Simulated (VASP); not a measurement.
# Tb (Im-3m) in VASP: further runs, part 2 of 2

VASP 6.6.1. Earlier steps stand in the parts before.

## (3) Single point, revPBE+D3(BJ), collinear spin, ferromagnetic start

This run uses another cell than the first one, of 32.48 Å³/atom, 1.020 times its volume.

File INCAR:

```
PREC = Accurate ; ENCUT = 520
EDIFF = 1E-6 ; ISMEAR = -5
SIGMA = 0.05 ; LREAL = F
LASPH = T ; NELM = 150
ALGO = Fast ; ISIF = 2
LWAVE = F ; LCHARG = F
ISPIN = 2 ; MAGMOM = 6
LORBIT = 11 ; LMAXMIX = 6
GGA = RE ; IVDW = 12
NBANDS = 14
```

File KPOINTS:

```
regular mesh
0
Gamma
  9 9 9
```

File POSCAR:

```
Tb
1.0
   -2.0100000000      2.0100000000      2.0100000000
    2.0100000000     -2.0100000000      2.0100000000
    2.0100000000      2.0100000000     -2.0100000000
Tb
1
Direct
    0.0000000000      0.0000000000      0.0000000000
```

Potentials or basis: VASP PAW PBE potentials, release 64 (Tb_3), 4f in core.

Launch:

```console
$ cat potpaw_PBE.64/Tb_3/POTCAR > POTCAR
$ mpirun -np 1 vasp_std > vasp.out
```

OUTCAR:

```text
PREC = Accurate
   ENCUT = 520
   EDIFF = 1E-6
   ISMEAR = -5
   LREAL = F
   LASPH = T
   NELM = 150
   ISIF = 2
   ISPIN = 2
   LORBIT = 11
   GGA = RE
   IVDW = 12
 IVDW          = 12

 ion  position               nearest neighbor table
   1  0.000  0.000  0.000-

  LATTYP: Found a body centered cubic cell.
 ALAT       =     4.0200000000

  Lattice vectors:

 A1 = (  -2.0100000000,   2.0100000000,   2.0100000000)
 A2 = (   2.0100000000,  -2.0100000000,   2.0100000000)
 A3 = (   2.0100000000,   2.0100000000,  -2.0100000000)

Analysis of symmetry for initial positions (statically):
=====================================================================
 Subroutine PRICEL returns:
 Original cell was already a primitive cell.

 Routine SETGRP: Setting up the symmetry group for a
 body centered cubic supercell.

 Subroutine GETGRP returns: Found 48 space group operations
 (whereof 48 operations were pure point group operations)
 out of a pool of 48 trial point group operations.

The static configuration has the point symmetry O_h .

Analysis of symmetry for dynamics (positions and initial velocities):
=====================================================================
 Subroutine PRICEL returns:
 Original cell was already a primitive cell.

 Routine SETGRP: Setting up the symmetry group for a
 body centered cubic supercell.

 Subroutine GETGRP returns: Found 48 space group operations
 (whereof 48 operations were pure point group operations)
 out of a pool of 48 trial point group operations.

The dynamic configuration has the point symmetry O_h .

Analysis of structural, dynamic, and magnetic symmetry:
=====================================================================
 Subroutine PRICEL returns:
 Original cell was already a primitive cell.

 Routine SETGRP: Setting up the symmetry group for a
 body centered cubic supercell.

 Subroutine GETGRP returns: Found 48 space group operations
 (whereof 48 operations were pure point group operations)
 out of a pool of 48 trial point group operations.

The overall configuration has the point symmetry O_h .

 Subroutine INISYM returns: Found 48 space group operations
 (whereof 48 operations are pure point group operations),
 and found     1 'primitive' translations

----------------------------------------------------------------------------------------

                                     Primitive cell

  volume of cell :      32.4824

  direct lattice vectors                    reciprocal lattice vectors
    -2.010000000  2.010000000  2.010000000     0.000000000  0.248756219  0.248756219
     2.010000000 -2.010000000  2.010000000     0.248756219  0.000000000  0.248756219
     2.010000000  2.010000000 -2.010000000     0.248756219  0.248756219  0.000000000

  length of vectors
     3.481422123  3.481422123  3.481422123     0.351794419  0.351794419  0.351794419

  position of ions in fractional coordinates (direct lattice)
     0.000000000  0.000000000  0.000000000

  ion indices of the primitive-cell ions
   primitive index   ion index
                 1           1

----------------------------------------------------------------------------------------

 KPOINTS: regular mesh

Automatic generation of k-mesh.
 Grid dimensions read from file:
 generate k-points for:    9    9    9

 Generating k-lattice:

  Cartesian coordinates                     Fractional coordinates (reciprocal lattice)
     0.000000000  0.027639580  0.027639580     0.111111111  0.000000000  0.000000000
     0.027639580  0.000000000  0.027639580     0.000000000  0.111111111  0.000000000
[... 77 lines left out ...]
   IALGO  =     68    algorithm
   IMIX   =      4    mixing-type and parameters
     AMIX     =   0.40;   BMIX     =  1.00
     AMIX_MAG =   1.60;   BMIX_MAG =  1.00
  volume/ion in A,a.u.               =      32.48       219.20
  Fermi-wavevector in a.u.,A,eV,Ry     =   1.067267  2.016842 15.497827  1.139058
  Thomas-Fermi vector in A             =   2.202878
   LORBIT       =     11    0 simple, 1 ext, 2 COOP (PROOUT), +10 PAW based schemes
   GGA     = RE    functional components
   LHFCALC =     F    Hartree Fock is set to
   AEXX    =    0.0000 exact exchange contribution
   IVDW    =    12    specifies the selected vdW correction
   LEPSILON=     F    determine dielectric tensor
   LRPA    =     F    only Hartree local field effects (RPA)
 spin polarized calculation
 RMM-DIIS sequential band-by-band and
 Fermi weights with tetrahedron method with Bloechl corrections
  energy-cutoff  :      520.00
  volume of cell :       32.48
 maximum number of plane-waves:       903
 NGX is ok and might be reduce to    28
   NGX = 13   NGY = 13   NGZ = 13

 number of electron       8.9999999 magnetization       0.5375017

 Free energy of the ion-electron system (eV)
  ---------------------------------------------------
  ext. energy  EPLUGINS =         0.00000000
  ---------------------------------------------------
  free energy    TOTEN  =        -4.14014062 eV

  energy without entropy =       -4.14014062  energy(sigma->0) =       -4.14014062

 E-fermi :   3.4091     XC(G=0):  -9.6984

 val. band max:        3.4296706461   @ k =   0.2222   0.2222   0.2222
 cond. band min:       3.3283630704   @ k =   0.2222   0.1111   0.1111
 fundamental gap:     -0.1013075757
 Fermi energy:         3.4091278326

 spin component 1

 k-point     1 :       0.0000    0.0000    0.0000
  band No.  band energies     occupation
      1     -19.1230      1.00000
      2     -19.1230      1.00000
      3     -19.1230      1.00000
      4      -1.8709      1.00000
      5       4.8885      0.00000
      6       4.8885      0.00000
      7       4.8885      0.00000
      8       7.1413      0.00000
      9       7.1413      0.00000
     10      13.4905      0.00000
     11      13.4905      0.00000
     12      13.4905      0.00000
     13      14.0699      0.00000
     14      21.3281      0.00000
[... 379 lines left out ...]
      3     -19.2344      1.00000
      4       1.7705      1.00000
      5       3.3206      0.95300
      6       3.6630     -0.00668
      7       6.0007      0.00000
      8       8.2297      0.00000
      9      10.2833      0.00000
     10      11.1699      0.00000
     11      13.5622      0.00000
     12      14.0706      0.00000
     13      14.7005      0.00000
     14      17.7702      0.00000

 [... further k-points ...]

 spin component 2

 k-point     1 :       0.0000    0.0000    0.0000
  band No.  band energies     occupation
      1     -18.9816      1.00000
      2     -18.9816      1.00000
      3     -18.9816      1.00000
      4      -1.4045      1.00000
      5       5.2977      0.00000
      6       5.2977      0.00000
      7       5.2977      0.00000
      8       7.3242      0.00000
      9       7.3242      0.00000
     10      13.9943      0.00000
     11      13.9943      0.00000
     12      13.9943      0.00000
     13      14.1906      0.00000
     14      21.6689      0.00000
[... 379 lines left out ...]
      3     -19.0892      1.00000
      4       2.1740      1.00000
      5       3.6932      0.12351
      6       4.0818      0.00000
      7       6.3398      0.00000
      8       8.5433      0.00000
      9      10.5623      0.00000
     10      11.5068      0.00000
     11      13.9335      0.00000
     12      14.1916      0.00000
     13      15.1276      0.00000
     14      18.1834      0.00000

 [... further k-points ...]

------------------------ aborting loop because EDIFF is reached ----------------------------------------

 Edisp (eV)   -0.59705

 E8    (eV) :    -0.4593

  FORCE on cell =-STRESS in cart. coord.  units (eV):
  Direction    XX          YY          ZZ          XY          YZ          ZX
  --------------------------------------------------------------------------------------
  -------------------------------------------------------------------------------------
  Total      -0.38745    -0.38745    -0.38745     0.00000    -0.00000    -0.00000
  in kB     -19.11077   -19.11077   -19.11077     0.00000    -0.00000    -0.00000
  external pressure =      -19.11 kB  Pullay stress =        0.00 kB

 VOLUME and BASIS-vectors are now :
 -----------------------------------------------------------------------------
  energy-cutoff  :      520.00
  volume of cell :       32.48
      direct lattice vectors                 reciprocal lattice vectors
    -2.010000000  2.010000000  2.010000000     0.000000000  0.248756219  0.248756219
     2.010000000 -2.010000000  2.010000000     0.248756219  0.000000000  0.248756219
     2.010000000  2.010000000 -2.010000000     0.248756219  0.248756219  0.000000000

 POSITION                                       TOTAL-FORCE (eV/Angst)
 -----------------------------------------------------------------------------------
      0.00000      0.00000      0.00000         0.000000     -0.000000      0.000000
 -----------------------------------------------------------------------------------
    total drift:                               -0.000000     -0.000000     -0.000000

  FREE ENERGIE OF THE ION-ELECTRON SYSTEM (eV)
  ---------------------------------------------------
  free  energy   TOTEN  =        -4.7371893783 eV

  energy  without entropy=       -4.7371893783  energy(sigma->0) =       -4.73718938

 total charge

# of ion       s       p       d       tot
------------------------------------------
    1        0.390   6.292   1.097   7.779

 magnetization (x)

# of ion       s       p       d       tot
------------------------------------------
    1        0.003   0.083   0.291   0.377
```

OSZICAR:

```text
N       E                     dE             d eps       ncg     rms          rms(c)
DAV:   1     0.249817462303E+02    0.24982E+02   -0.38734E+03  1968   0.544E+02
DAV:   2     0.493710405199E-01   -0.24932E+02   -0.23493E+02  2164   0.140E+02
[... 20 lines left out ...]
RMM:  23    -0.414014180990E+01   -0.89756E-04   -0.14568E-05  2741   0.163E-02    0.546E-03
RMM:  24    -0.414014475669E+01   -0.29468E-05   -0.26290E-07  1063   0.331E-03    0.674E-03
RMM:  25    -0.414014292278E+01    0.18339E-05   -0.32755E-08   897   0.121E-03    0.321E-03
RMM:  26    -0.414014131530E+01    0.16075E-05   -0.11148E-08   500   0.670E-04    0.103E-03
RMM:  27    -0.414013981476E+01    0.15005E-05   -0.17365E-08   549   0.802E-04    0.655E-04
RMM:  28    -0.414014104231E+01   -0.12275E-05   -0.13619E-09   213   0.479E-04    0.882E-04
RMM:  29    -0.414014061798E+01    0.42432E-06    0.00000E+00    80   0.463E-04
   1 F= -.47371894E+01 E0= -.47371894E+01  d E =0.000000E+00  mag=     0.5377
```

It took 49 s on 1 thread of Intel Xeon Platinum 8488C (Sapphire Rapids), shared host; peak memory 0.2 GiB.

What came out:

- Free energy: -4.7372 eV
- Pressure: -1.9 GPa
- Net moment: 0.54 μB per cell
- Site moments: Tb +0.38 μB
- Valence electrons inside the program's atomic spheres: Tb 7.78
- Dispersion energy per atom: -0.597 eV

Caveat: the magnetic or orbital state may not be the lowest; the PAW data sets were made with another functional, which shifts forces and pressure a little; spin-orbit coupling is left out, which moves the levels of the heavy elements; the 4f electrons are frozen in the core, so they carry no moment and show no levels; pairwise dispersion overbinds metals, which lowers pressure and volume; tetrahedron occupations give inexact forces and stress in metals. The state reached can hang on the start; a lower one may exist.

## (4) Single point, revPBE+D3(BJ), collinear spin, ferromagnetic start

This run uses another cell than the first one, of 33.13 Å³/atom, 1.041 times its volume.

File INCAR:

```
SYSTEM = Tb
PREC = Accurate ; ENCUT = 520
EDIFF = 1E-7 ; ISMEAR = -5
SIGMA = 0.05 ; LREAL = .FALSE.
LASPH = .TRUE. ; NELM = 150
ALGO = Fast ; ISIF = 2
LWAVE = .FALSE. ; LCHARG = .FALSE.
ISPIN = 2 ; MAGMOM = 6
LORBIT = 11 ; LMAXMIX = 6
GGA = RE ; IVDW = 12
NBANDS = 14
```

File KPOINTS:

```
regular mesh
0
G
  9 9 9
  0 0 0
```

File POSCAR:

```
Tb
1.0
   -2.0233116462      2.0233116462      2.0233116462
    2.0233116462     -2.0233116462      2.0233116462
    2.0233116462      2.0233116462     -2.0233116462
Tb
1
Direct
    0.0000000000      0.0000000000      0.0000000000
```

Launch:

```console
$ cat potpaw_PBE.64/Tb_3/POTCAR > POTCAR
$ mpirun -np 1 vasp_std > vasp.out
```

Run time: 79 s. Hardware: 1 thread of Intel Xeon Platinum 8488C (Sapphire Rapids), shared host; peak memory 0.2 GiB.

It converged, with:

```yaml
Free_energy: -4.7294 eV
Pressure: -2.5 GPa
Net_moment: 0.29 μB per cell
Site_moments: Tb +0.20 μB
Valence_electrons_inside_the_program's_atomic_spheres: Tb 7.75
Dispersion_energy_per_atom: -0.585 eV
```

Levels at points of the mesh, in eV from the Fermi level:
Spin up:
| k point | band 1 | band 2 | band 3 | band 4 | band 5 | band 6 | band 7 | band 8 | band 9 | band 10 |
| --- | --- | --- | --- | --- | --- | --- | --- | --- | --- | --- |
| (0.00, 0.00, 0.00) | -22.57 | -22.57 | -22.57 | -5.14 | 1.55 | 1.55 | 1.55 | 3.71 | 3.71 | 10.12 |
Spin down:
| k point | band 2 | band 3 | band 4 | band 5 | band 6 | band 7 |
| --- | --- | --- | --- | --- | --- | --- |
| (0.00, 0.00, 0.00) | -22.49 | -22.49 | -4.89 | 1.77 | 1.77 | 1.77 |

Caveat: the magnetic or orbital state may not be the lowest; the PAW data sets were made with another functional, which shifts forces and pressure a little; spin-orbit coupling is left out, which moves the levels of the heavy elements; the 4f electrons are frozen in the core, so they carry no moment and show no levels; pairwise dispersion overbinds metals, which lowers pressure and volume; tetrahedron occupations give inexact forces and stress in metals.

## (5) The runs side by side

```tsv
cell	gap on the mesh (eV)	pressure (GPa)	moment (μB)
a = 3.458 Å, angles 109.5°, 1 atom	none	-1.2	0.31
a = 3.481 Å, angles 109.5°, 1 atom	none	-1.9	0.54
a = 3.504 Å, angles 109.5°, 1 atom	none	-2.5	0.29
```

Alike in all rows: task single point; level revPBE+D3(BJ); potentials or basis VASP PAW PBE potentials, release 64 (Tb_3), 4f in core; spin collinear, ferromagnetic start; k mesh 9 × 9 × 9; cutoff (eV) 520; smearing tetrahedron.

Caveats: the magnetic or orbital state may not be the lowest; the PAW data sets were made with another functional, which shifts forces and pressure a little; spin-orbit coupling is left out, which moves the levels of the heavy elements; the 4f electrons are frozen in the core, so they carry no moment and show no levels; pairwise dispersion overbinds metals, which lowers pressure and volume; tetrahedron occupations give inexact forces and stress in metals.

Absolute energies hang on the potentials; compare differences alone.
